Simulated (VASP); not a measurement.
A run of VASP 6.6.1:

The input INCAR:

```
SYSTEM = Be
ALGO = Normal
EDIFF = 1E-7
ENCUT = 520
GGA = PS
ISIF = 2
ISMEAR = -1
LASPH = .TRUE.
LCHARG = .FALSE.
LREAL = .FALSE.
LWAVE = .FALSE.
NBANDS = 9
NELM = 80
PREC = Accurate
SIGMA = 0.05
```

Contents of KPOINTS:

```
k-points
0
G
  13 13 8
  0 0 0
```

POSCAR

```
Be
1.0
    2.3004348782      0.0000000000      0.0000000000
   -1.1502174391      1.9922350443      0.0000000000
    0.0000000000      0.0000000000      3.6079371156
Be
2
Direct
    0.6666666667      0.3333333333      0.7500000000
    0.3333333333      0.6666666667      0.2500000000
```

Potentials or basis: VASP PAW PBE potentials, release 64 (Be).

Command:

```bash
$ cat potpaw_PBE.64/Be/POTCAR > POTCAR
$ mpirun -np 1 vasp_std > vasp.out
```

Hardware: 1 thread of Intel Xeon 8259CL, on a shared host.

Problem. Estimate the wall time of this run.

Solution. It took 17 s on 1 thread of Intel Xeon 8259CL, with other jobs on the host, peak memory 0.13 GiB. Counts: scf iterations 10, k points 105.
